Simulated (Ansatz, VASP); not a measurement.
## Two plane-wave programs on Al2Cu

POSCAR

```
Al2Cu
1.0
    4.0848572809      0.0000000000      0.0000000000
    0.0000000000      4.0848572809      0.0000000000
    0.0000000000      0.0000000000      2.8464075211
Al Cu
2 1
Direct
    0.5000000000      0.0000000000      0.5000000000
    0.0000000000      0.5000000000      0.5000000000
    0.0000000000      0.0000000000      0.0000000000
```

Contents of INCAR.step1:

```
SYSTEM = Al2Cu
  PREC = Accurate
  ENCUT = 520
  ISMEAR = 0
  SIGMA = 0.1
  LREAL = .FALSE.
  LASPH = .TRUE.
  NELM = 80
  NBANDS = 16
  GGA = PE
  ALGO = Normal
  EDIFF = 1E-4
  LWAVE = .TRUE.
  LCHARG = .FALSE.
```

INCAR.step2

```
SYSTEM = Al2Cu
  PREC = Accurate
  ENCUT = 520
  EDIFF = 1E-6
  ISMEAR = 0
  SIGMA = 0.1
  LREAL = .FALSE.
  LASPH = .TRUE.
  NELM = 80
  ALGO = Normal
  ISIF = 2
  LWAVE = .FALSE.
  LCHARG = .FALSE.
  METAGGA = R2SCAN
  LMIXTAU = .TRUE.
  NBANDS = 16
  ISTART = 1
```

KPOINTS

```
Automatic mesh
0
G
  10 10 14
  0 0 0
```

Input for Ansatz:

```yaml
crystal:
  lattice:
    - [4.0848572809, 0.0, 0.0]
    - [0.0, 4.0848572809, 0.0]
    - [0.0, 0.0, 2.8464075211]
  atoms:
    - { symbol: Al, position: [0.5, 0.0, 0.5] }
    - { symbol: Al, position: [0.0, 0.5, 0.5] }
    - { symbol: Cu, position: [0.0, 0.0, 0.0] }
basis:
  ecutwfc: 500
kpoints:
  mp_grid: { grid: [10, 10, 14] }
hamiltonian:
  xc: r2scan
  pseudopotentials: { kind: paw, azcp: { folder: soft_1 } }
scf:
  occupations: { method: gaussian, width: 0.1 }
output:
  forces: true
  stress: true
  eigenvalues: true
```

Alike in both runs: task single point; functional r2SCAN; k mesh 10 × 10 × 14; occupations gaussian, width 0.1 eV; no spin polarisation.

|  | VASP | Ansatz |
| --- | --- | --- |
| version | VASP 6.6.1 | Ansatz 0.2.0 |
| potentials or method | VASP PAW PBE potentials, release 64 (Al, Cu), cutoff 520 eV | scalar-relativistic, plane waves, PAW |
| valence electrons in the cell | 17 | 25 |

```tsv
	VASP	Ansatz	Ansatz less VASP
gap on the k mesh at the Fermi level (eV)	none	none	-
pressure (GPa)	0.1	0.4	+0.28
traceless stress, the component that is largest in VASP (GPa)	0.09	0.06	-0.033
```

VASP's potentials were made for PBE, not for r2SCAN. A gap of «none» marks a metal or a gap that the smearing closes. VASP's potentials hold 17 valence electrons a cell and Ansatz's 25, so a difference there can come from the potentials and not from the codes.
